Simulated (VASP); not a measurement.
HRh2, 3 atoms in the cell. The structure is cubic, space group Fm-3m (No. 225). Conventional cell: a = 5.153 Å, b = 5.153 Å, c = 5.153 Å, α = 90.00°, β = 90.00°, γ = 90.00°. Within 3.0 Å of H (site symmetry m-3m) lie 8 Rh at 2.23 Å. Within 3.0 Å of Rh (site symmetry -43m) lie 4 H at 2.23 Å and 6 Rh at 2.58 Å. The cell was built from a structure type or drawn by symmetry, and may not be a known phase.

```yaml
Program: VASP 6.6.1
Task: single point
Functional: PBE
Potentials_or_basis: VASP PAW PBE potentials, release 64 (H, Rh_pv)
Cutoff: 520 eV
k_mesh: 16 × 16 × 16
Occupations: gaussian, width 0.1 eV
Spin: no spin polarisation
Dipole_correction: no
Further_INCAR_settings: ALGO = Normal; EDIFF = 1e-06; NBANDS = 22
```

Potentials or basis: VASP PAW PBE potentials, release 64 (H, Rh_pv).

The run is started by

```console
$ cat potpaw_PBE.64/H/POTCAR potpaw_PBE.64/Rh_pv/POTCAR > POTCAR
$ mpirun -np 1 vasp_std > vasp.out
```

Hardware: 1 thread of Intel Xeon 8259CL (shared host).

Problem. Estimate the wall time of this run.

Solution. It took 2.2 min on 1 thread of Intel Xeon 8259CL (shared host), peak memory 0.23 GiB. Counts: scf iterations 12, k points 145.
